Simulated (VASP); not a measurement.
# Au (P-1) in VASP: further runs

Au is run at these levels: PBEsol; tasks: single point.

Program: VASP 6.6.1. These are calculated values, not measurements. Logs are shortened: lines on timing, memory, paths and dates and some standing lists are left out, and cuts for length are marked.

### Step 1. The cell of the first run

The typed cell holds 2 atoms: a = 2.815 Å, b = 2.820 Å, c = 5.238 Å, α = 103.02°, β = 102.55°, γ = 90.26°.

### Step 2. Single point, PBEsol

Contents of INCAR:

```
  PREC = Accurate
  ENCUT = 520
  EDIFF = 1E-6
  ISMEAR = -1
  SIGMA = 0.05
  LREAL = F
  LASPH = T
  NELM = 100
  ALGO = Normal
  ISIF = 2
  LWAVE = F
  LCHARG = F
  GGA = PS
  NBANDS = 18
```

Contents of KPOINTS:

```
Automatic mesh
0
Gamma
  8 8 5
```

Contents of POSCAR:

```
Au
1.0
    2.8154890579      0.0000000000      0.0000000000
   -0.0129553469      2.8201795887      0.0000000000
   -1.1378916452     -1.1854109603      4.9732541736
Au
2
Direct
    0.6728620000      0.6659620000      0.2740550000
    0.3271380000      0.3340380000      0.7259450000
```

Potentials or basis: VASP PAW PBE potentials, release 64 (Au).

The run is started by

```sh
$ cat potpaw_PBE.64/Au/POTCAR > POTCAR
$ mpirun -np 1 vasp_std > vasp.out
```

OUTCAR:

```text
PREC = Accurate
   ENCUT = 520
   EDIFF = 1E-6
   ISMEAR = -1
   LREAL = F
   LASPH = T
   NELM = 100
   ISIF = 2
   GGA = PS

 ion  position               nearest neighbor table
   1  0.673  0.666  0.274-   2 2.76   2 2.93   2 3.00   2 3.02   2 3.07
   2  0.327  0.334  0.726-   1 2.76   1 2.93   1 3.00   1 3.02   1 3.07

  LATTYP: Found a triclinic cell.
 ALAT       =     2.8154890579
 B/A-ratio  =     1.4186468224
 C/A-ratio  =     2.8532868104
 COS(alpha) =     0.0022253430
 COS(beta)  =     0.5560755102
 COS(gamma) =     0.7081406305

  Lattice vectors:

 A1 = (  -2.8154890579,   0.0000000000,   0.0000000000)
 A2 = (  -2.8284444048,   2.8201795887,   0.0000000000)
 A3 = (  -4.4671757768,  -4.4549482171,  -4.9732541736)

Analysis of symmetry for initial positions (statically):
=====================================================================
 Subroutine PRICEL returns:
 Original cell was already a primitive cell.

 Routine SETGRP: Setting up the symmetry group for a
 triclinic supercell.

 Subroutine GETGRP returns: Found  2 space group operations
 (whereof  2 operations were pure point group operations)
 out of a pool of  2 trial point group operations.

The static configuration has the point symmetry S_2 .

Analysis of symmetry for dynamics (positions and initial velocities):
=====================================================================
 Subroutine PRICEL returns:
 Original cell was already a primitive cell.

 Routine SETGRP: Setting up the symmetry group for a
 triclinic supercell.

 Subroutine GETGRP returns: Found  2 space group operations
 (whereof  2 operations were pure point group operations)
 out of a pool of  2 trial point group operations.

The dynamic configuration has the point symmetry S_2 .

 Subroutine INISYM returns: Found  2 space group operations
 (whereof  2 operations are pure point group operations),
 and found     1 'primitive' translations

----------------------------------------------------------------------------------------

                                     Primitive cell

  volume of cell :      39.4886

  direct lattice vectors                    reciprocal lattice vectors
     2.815489058  0.000000000  0.000000000     0.355178081  0.001631618  0.081654445
    -0.012955347  2.820179589  0.000000000     0.000000000  0.354587348  0.084518449
    -1.137891645 -1.185410960  4.973254174     0.000000000  0.000000000  0.201075587

  length of vectors
     2.815489058  2.820209346  5.237676357     0.364446950  0.364520994  0.201075587

  position of ions in fractional coordinates (direct lattice)
     0.672862000  0.665962000  0.274055000
     0.327138000  0.334038000  0.725945000

  ion indices of the primitive-cell ions
   primitive index   ion index
                 1           1
                 2           2

----------------------------------------------------------------------------------------

 KPOINTS: Automatic mesh

Automatic generation of k-mesh.
 Grid dimensions read from file:
 generate k-points for:    8    8    5

 Generating k-lattice:

  Cartesian coordinates                     Fractional coordinates (reciprocal lattice)
     0.044397260  0.000203952  0.010206806     0.125000000  0.000000000  0.000000000
     0.000000000  0.044323418  0.010564806     0.000000000  0.125000000  0.000000000
     0.000000000  0.000000000  0.040215117     0.000000000  0.000000000  0.200000000

  Length of vectors
     0.045555869  0.045565124  0.040215117

  Shift w.r.t. Gamma in fractional coordinates (k-lattice)
     0.000000000  0.000000000  0.000000000

 Subroutine IBZKPT returns following result:
 ===========================================

 Found    162 irreducible k-points:

 Following reciprocal coordinates:
            Coordinates               Weight
  0.000000  0.000000  0.000000      1.000000
  0.125000  0.000000 -0.000000      2.000000
  0.250000  0.000000 -0.000000      2.000000
  0.375000  0.000000  0.000000      2.000000
  0.500000  0.000000 -0.000000      1.000000
  0.000000  0.125000  0.000000      2.000000
[... 16 lines left out ...]
  0.125000  0.375000  0.000000      2.000000
  0.250000  0.375000 -0.000000      2.000000
 [... further k-points ...]
   k-points           NKPTS =    162   k-points in BZ     NKDIM =    162   number of bands    NBANDS=     18
   number of dos      NEDOS =    301   number of ions     NIONS =      2
   total plane-waves  NPLWV =  23040
   dimension x,y,z NGX =    24 NGY =   24 NGZ =   40
   dimension x,y,z NGXF=    48 NGYF=   48 NGZF=   80
   ions per type =               2
   NGX,Y,Z   is equivalent  to a cutoff of  14.17, 14.15, 12.70 a.u.
   NGXF,Y,Z  is equivalent  to a cutoff of  28.34, 28.30, 25.39 a.u.
 SYSTEM =  unknown system
   PREC   = accura    normal or accurate (medium, high low for compatibility)
   ISTART =      0    job   : 0-new  1-cont  2-samecut
   ICHARG =      2    charge: 1-file 2-atom 10-const
   ISPIN  =      1    spin polarized calculation?
   LNONCOLLINEAR =      F non collinear calculations
   LSORBIT =      F    spin-orbit coupling
   LASPH  =      T    aspherical Exc in radial PAW
   ENCUT  =  520.0 eV  38.22 Ry    6.18 a.u.   5.23  5.24  9.74*2*pi/ulx,y,z
   NELM   =    100;   NELMIN=  2; NELMDL= -5     # of ELM steps
   EDIFF  = 0.1E-05   stopping-criterion for ELM
   LREAL  =      F    real-space projection
   EDIFFG = 0.1E-04   stopping-criterion for IOM
   NSW    =      0    number of steps for IOM
   IBRION =     -1    ionic relax: 0-MD 1-quasi-New 2-CG
   NFREE  =      0    steps in history (QN), initial steepest desc. (CG)
   ISIF   =      2    stress and relaxation
   ISYM   =      2    0-nonsym 1-usesym 2-fastsym
   POTIM  = 0.5000    time-step for ionic-motion
   TEBEG  =    0.0;   TEEND  =   0.0 temperature during run
   PSTRESS=    0.0 pullay stress
   NELECT =      22.0000    total number of electrons
   NUPDOWN=      -1.0000    fix difference up-down
   EMIN   =  10.00;   EMAX   =-10.00  energy-range for DOS
   EFERMI =   0.00;   METHOD = LEGACY
   ISMEAR =    -1;   SIGMA  =   0.05  broadening in eV -4-tet -1-fermi 0-gaus
   EFERMI_NEDOS =   21; number of points for ismear=-14 and -15
   IALGO  =     38    algorithm
   IMIX   =      4    mixing-type and parameters
     AMIX     =   0.40;   BMIX     =  1.00
     AMIX_MAG =   1.60;   BMIX_MAG =  1.00
  volume/ion in A,a.u.               =      19.74       133.24
  Fermi-wavevector in a.u.,A,eV,Ry     =   1.347076  2.545604 24.689304  1.814613
  Thomas-Fermi vector in A             =   2.474856
   LORBIT       =      0    0 simple, 1 ext, 2 COOP (PROOUT), +10 PAW based schemes
   GGA     = PS    functional components
   LHFCALC =     F    Hartree Fock is set to
   AEXX    =    0.0000 exact exchange contribution
   IVDW    =     0    specifies the selected vdW correction
   LEPSILON=     F    determine dielectric tensor
   LRPA    =     F    only Hartree local field effects (RPA)
 non-spin polarized calculation
  energy-cutoff  :      520.00
  volume of cell :       39.49
 maximum number of plane-waves:      1082
 NGX is ok and might be reduce to    24
   NGX = 11   NGY = 11   NGZ = 19

 number of electron      22.0000002 magnetization

 Free energy of the ion-electron system (eV)
  ---------------------------------------------------
  ext. energy  EPLUGINS =         0.00000000
  ---------------------------------------------------
  free energy    TOTEN  =        -7.49036098 eV

  energy without entropy =       -7.48412799  energy(sigma->0) =       -7.48724448

 E-fermi :   6.8578     XC(G=0): -11.9487

 val. band max:        6.8491287948   @ k =  -0.3750   0.3750   0.2000
 cond. band min:       6.8716630681   @ k =   0.3750   0.0000   0.2000
 fundamental gap:      0.0225342733
 Fermi energy:         6.8577603148

 k-point     1 :       0.0000    0.0000    0.0000
  band No.  band energies     occupation
      1      -1.5649      2.00000
      2       0.8814      2.00000
      3       1.2133      2.00000
      4       1.7112      2.00000
      5       2.3057      2.00000
      6       4.0475      2.00000
[... 10 lines left out ...]
     17      22.5924      0.00000
     18      24.2896      0.00000

 k-point     2 :       0.1250    0.0000   -0.0000
  band No.  band energies     occupation
      1      -1.1891      2.00000
      2       1.0932      2.00000
      3       1.4664      2.00000
      4       1.8941      2.00000
      5       2.4542      2.00000
      6       3.7085      2.00000
[... 10 lines left out ...]
     17      23.0638      0.00000
     18      24.3110      0.00000

 k-point     3 :       0.2500    0.0000   -0.0000
  band No.  band energies     occupation
      1      -0.2389      2.00000
      2       1.2986      2.00000
      3       2.1344      2.00000
      4       2.3548      2.00000
      5       2.7285      2.00000
      6       3.2310      2.00000
[... 10 lines left out ...]
     17      23.4023      0.00000
     18      23.7025      0.00000

 k-point     4 :       0.3750    0.0000    0.0000
  band No.  band energies     occupation
      1       0.7038      2.00000
      2       1.3601      2.00000
      3       2.1011      2.00000
      4       2.3445      2.00000
      5       3.0510      2.00000
      6       3.6261      2.00000
[... 375 lines left out ...]
      4       2.3109      2.00000
      5       3.1153      2.00000
      6       3.6651      2.00000
[... 10 lines left out ...]
     17      23.0659      0.00000
     18      24.2801      0.00000

 k-point    23 :       0.1250    0.3750    0.0000
  band No.  band energies     occupation
      1       1.0922      2.00000
      2       1.5487      2.00000
      3       2.0279      2.00000
      4       2.6813      2.00000
      5       2.9154      2.00000
      6       3.1081      2.00000
[... 10 lines left out ...]
     17      20.9253      0.00000
     18      23.5492      0.00000

 k-point    24 :       0.2500    0.3750   -0.0000
  band No.  band energies     occupation
      1       1.5818      2.00000
      2       1.7432      2.00000
      3       2.0831      2.00000
      4       2.2808      2.00000
      5       3.1178      2.00000
      6       3.5246      2.00000
[... 10 lines left out ...]
     17      19.4249      0.00000
     18      22.5718      0.00000

 [... further k-points ...]
[... 5 lines left out ...]
  --------------------------------------------------------------------------------------
  -------------------------------------------------------------------------------------
  Total       -2.3776825     -2.4231117     -2.0984304     -0.0109131      0.0701115      0.1236156
  in kB      -96.4701987    -98.3134090    -85.1400482     -0.4427806      2.8446474      5.0154812
  external PRESSURE =     -93.3078853 kB  Pullay stress =       0.0000000 kB

 VOLUME and BASIS-vectors are now :
 -----------------------------------------------------------------------------
  energy-cutoff  :      520.00
  volume of cell :       39.49
      direct lattice vectors                 reciprocal lattice vectors
     2.815489058  0.000000000  0.000000000     0.355178081  0.001631618  0.081654445
    -0.012955347  2.820179589  0.000000000     0.000000000  0.354587348  0.084518449
    -1.137891645 -1.185410960  4.973254174     0.000000000  0.000000000  0.201075587

 POSITION                                       TOTAL-FORCE (eV/Angst)
 -----------------------------------------------------------------------------------
      1.57396      1.55326      1.36295         0.022697      0.012889      0.110392
      0.09068      0.08150      3.61031        -0.022697     -0.012889     -0.110392
 -----------------------------------------------------------------------------------
    total drift:                                0.000000     -0.000000      0.000000

  FREE ENERGIE OF THE ION-ELECTRON SYSTEM (eV)
  ---------------------------------------------------
  free  energy   TOTEN  =        -7.4903609815 eV

  energy  without entropy=       -7.4841279876  energy(sigma->0) =       -7.48724448
```

It took 1.7 min on 1 thread of Intel Xeon 8259CL, shared host; peak memory 0.23 GiB.

Results:

```yaml
Free_energy: -7.4904 eV
Pressure: -9.3 GPa
Largest_force: 0.113 eV/Å
Band_gap_on_the_k_mesh: zero (bands 11 and 12 overlap by 5.00 eV)
```

Forces on the atoms (eV/Å):
```
Au   0.023  0.013  0.110
Au  -0.023 -0.013 -0.110
```

Stress tensor (GPa, compression positive):
```
-9.65 -0.04  0.50
-0.04 -9.83  0.28
 0.50  0.28 -8.51
```

Levels at points of the mesh, in eV from the Fermi level:
```tsv
k point	band 8	band 9	band 10	band 11	band 12	band 13	band 14	band 15
(0.00, 0.00, 0.00)	-2.25	-2.19	-1.95	-1.60	-0.06	2.51	13.98	14.10
(0.50, 0.00, 0.00)	-2.86	-2.26	-1.78	0.48	1.14	2.77	5.39	9.51
(0.00, 0.50, 0.00)	-2.80	-2.24	-1.83	0.42	1.15	2.62	5.35	9.47
(0.50, 0.50, 0.00)	-1.38	-0.79	-0.77	2.75	4.63	5.96	6.57	7.22
```

Caveat: the cell stands under tension; the PAW data sets were made with another functional, which shifts forces and pressure a little; spin-orbit coupling is left out, which moves the levels of the heavy elements.

### Step 3. Single point, PBEsol

This run uses another cell than the first one, of 19.94 Å³/atom.

Contents of INCAR:

```
SYSTEM = Au
PREC     = Accurate       ! precision mode
ENCUT    = 520            ! plane-wave cutoff, eV
EDIFF    = 1E-6           ! SCF threshold, eV
ISMEAR   = -1             ! smearing method
SIGMA    = 0.05           ! smearing width, eV
LREAL    = .False.        ! projectors in reciprocal space
LASPH    = .True.         ! aspherical terms in the spheres
NELM     = 80             ! most SCF steps
ALGO     = Normal         ! electronic algorithm
ISIF     = 2              ! what is computed and relaxed
LWAVE    = .False.        ! write WAVECAR
LCHARG   = .False.        ! write CHGCAR
GGA      = PS             ! functional
NBANDS   = 18             ! bands
```

Contents of KPOINTS:

```
regular mesh
0
Gamma
  8 8 5
  0 0 0
```

POSCAR: that of step 2 with these lines changed.

```diff
@@ -4,3 +4,3 @@
    -0.0129553469      2.8201795887      0.0000000000
-   -1.1378916452     -1.1854109603      4.9732541736
+   -1.1378916452     -1.1854109603      5.0224943140
 Au
```

Potentials or basis: VASP PAW PBE potentials, release 64 (Au).

The run is started by

```sh
$ cat potpaw_PBE.64/Au/POTCAR > POTCAR
$ mpirun -np 1 vasp_std > vasp.out
```

Wall time 96 s (1 thread of Intel Xeon 8259CL, shared host); peak memory 0.23 GiB.

Results (log left out):

```
Free energy            : -7.4679 eV
Pressure               : -10.2 GPa
Largest force          : 0.089 eV/Å
Band gap on the k mesh : zero (bands 11 and 12 overlap by 5.04 eV)
```

Forces on the atoms (eV/Å):
```
Au   0.010  0.003  0.088
Au  -0.010 -0.003 -0.088
```

Stress tensor (GPa, compression positive):
```
-10.11   0.02   0.29
  0.02 -10.33   0.12
  0.29   0.12 -10.09
```

Levels at points of the mesh, in eV from the Fermi level:
| k point | band 9 | band 10 | band 11 | band 12 | band 13 | band 14 |
| --- | --- | --- | --- | --- | --- | --- |
| (0.00, 0.00, 0.00) | -2.15 | -1.90 | -1.57 | -0.08 | 2.35 | 14.01 |
| (0.50, 0.00, 0.00) | -2.24 | -1.78 | 0.51 | 1.17 | 2.75 | 5.29 |
| (0.00, 0.50, 0.00) | -2.21 | -1.82 | 0.45 | 1.18 | 2.61 | 5.25 |
| (0.50, 0.50, 0.00) | -0.76 | -0.74 | 2.83 | 4.66 | 5.98 | 6.56 |

Caveat: the cell stands under tension; the PAW data sets were made with another functional, which shifts forces and pressure a little; spin-orbit coupling is left out, which moves the levels of the heavy elements.

### Step 4. Single point, PBEsol

This run uses another cell than the first one, of 20.33 Å³/atom.

Contents of INCAR:

```
  PREC = Accurate
  ENCUT = 520
  EDIFF = 1E-7
  ISMEAR = -1
  SIGMA = 0.05
  LREAL = F
  LASPH = T
  NELM = 60
  ALGO = Normal
  ISIF = 2
  LWAVE = F
  LCHARG = F
  GGA = PS
  NBANDS = 18
```

Contents of KPOINTS:

```
Automatic mesh
0
Gamma
  8 8 5
```

POSCAR: that of step 3 with these lines changed.

```diff
@@ -4,3 +4,3 @@
    -0.0129553469      2.8201795887      0.0000000000
-   -1.1378916452     -1.1854109603      5.0224943140
+   -1.1378916452     -1.1854109603      5.1209745946
 Au
```

Potentials or basis: VASP PAW PBE potentials, release 64 (Au).

The run is started by

```sh
$ cat potpaw_PBE.64/Au/POTCAR > POTCAR
$ mpirun -np 1 vasp_std > vasp.out
```

OUTCAR:

```text
PREC = Accurate
   ENCUT = 520
   EDIFF = 1E-7
   ISMEAR = -1
   LREAL = F
   LASPH = T
   NELM = 60
   ISIF = 2
   GGA = PS

 ion  position               nearest neighbor table
   1  0.673  0.666  0.274-   2 2.84   2 2.99   2 3.05   2 3.07   2 3.12
   2  0.327  0.334  0.726-   1 2.84   1 2.99   1 3.05   1 3.07   1 3.12

  LATTYP: Found a triclinic cell.
 ALAT       =     2.8154890579
 B/A-ratio  =     1.4186468224
 C/A-ratio  =     2.8860618619
 COS(alpha) =     0.0022000713
 COS(beta)  =     0.5497605369
[... 194 lines left out ...]
      4       1.3684      2.00000
      5       2.0408      2.00000
      6       3.7626      2.00000
[... 481 lines left out ...]
      5       2.8722      2.00000
      6       3.2083      2.00000
[... 10 lines left out ...]
     17      18.7947      0.00000
     18      21.9665      0.00000

 [... further k-points ...]
[... 5 lines left out ...]
  --------------------------------------------------------------------------------------
  -------------------------------------------------------------------------------------
  Total       -2.7722217     -2.8292605     -3.2161780      0.0211731     -0.0373523     -0.0206571
  in kB     -109.2333646   -111.4808556   -126.7264978      0.8342782     -1.4717877     -0.8139499
  external PRESSURE =    -115.8135727 kB  Pullay stress =       0.0000000 kB

 VOLUME and BASIS-vectors are now :
 -----------------------------------------------------------------------------
  energy-cutoff  :      520.00
  volume of cell :       40.66
      direct lattice vectors                 reciprocal lattice vectors
     2.815489058  0.000000000  0.000000000     0.355178081  0.001631618  0.079299028
    -0.012955347  2.820179589  0.000000000     0.000000000  0.354587348  0.082080417
    -1.137891645 -1.185410960  5.120974595     0.000000000  0.000000000  0.195275329

 POSITION                                       TOTAL-FORCE (eV/Angst)
 -----------------------------------------------------------------------------------
      1.57396      1.55326      1.40343        -0.008221     -0.010824      0.062502
      0.09068      0.08150      3.71755         0.008221      0.010824     -0.062502
 -----------------------------------------------------------------------------------
    total drift:                                0.000000     -0.000000      0.000000

  FREE ENERGIE OF THE ION-ELECTRON SYSTEM (eV)
  ---------------------------------------------------
  free  energy   TOTEN  =        -7.4126151273 eV

  energy  without entropy=       -7.4074392554  energy(sigma->0) =       -7.41002719
```

Wall time 2 min (1 thread of Intel Xeon 8259CL, shared host); peak memory 0.23 GiB.

Results:

- Free energy: -7.4126 eV
- Pressure: -11.6 GPa
- Largest force: 0.064 eV/Å
- Band gap on the k mesh: zero (bands 11 and 12 overlap by 5.12 eV)

Forces in eV/Å, atoms in the order of the input:
```
Au  -0.008 -0.011  0.063
Au   0.008  0.011 -0.063
```

Levels at points of the mesh, in eV from the Fermi level:
```csv
k point,band 8,band 9,band 10,band 11,band 12,band 13,band 14,band 15
"(0.00, 0.00, 0.00)",-2.13,-2.08,-1.82,-1.53,-0.11,2.04,14.07,14.18
"(0.50, 0.00, 0.00)",-2.72,-2.19,-1.77,0.56,1.22,2.73,5.10,9.08
"(0.00, 0.50, 0.00)",-2.66,-2.16,-1.80,0.51,1.22,2.60,5.06,9.04
"(0.50, 0.50, 0.00)",-1.43,-0.69,-0.68,2.98,4.71,6.01,6.52,7.21
```

Caveat: the cell stands under tension; the PAW data sets were made with another functional, which shifts forces and pressure a little; spin-orbit coupling is left out, which moves the levels of the heavy elements.

### Step 5. Overview

```csv
cell,gap on the mesh (eV),pressure (GPa),largest force (eV/Å)
"a = 2.815, b = 2.820, c = 5.238 Å, angles 103.0, 102.5, 90.3°, 2 atoms",none,-9.3,0.11
"a = 2.815, b = 2.820, c = 5.284 Å, angles 102.9, 102.4, 90.3°, 2 atoms",none,-10.2,0.09
"a = 2.815, b = 2.820, c = 5.378 Å, angles 102.7, 102.2, 90.3°, 2 atoms",none,-11.6,0.06
```

Alike in all rows: task single point; level PBEsol; potentials or basis VASP PAW PBE potentials, release 64 (Au); no spin polarisation; k mesh 8 × 8 × 5; cutoff (eV) 520; smearing fermi-dirac 0.05 eV.

Caveats: the cell stands under tension; the PAW data sets were made with another functional, which shifts forces and pressure a little; spin-orbit coupling is left out, which moves the levels of the heavy elements.

Total energies depend on the potentials used, so only differences within one code and one set of settings carry meaning.

The gap in the log of VASP goes by the Fermi energy; the results here count the filled bands.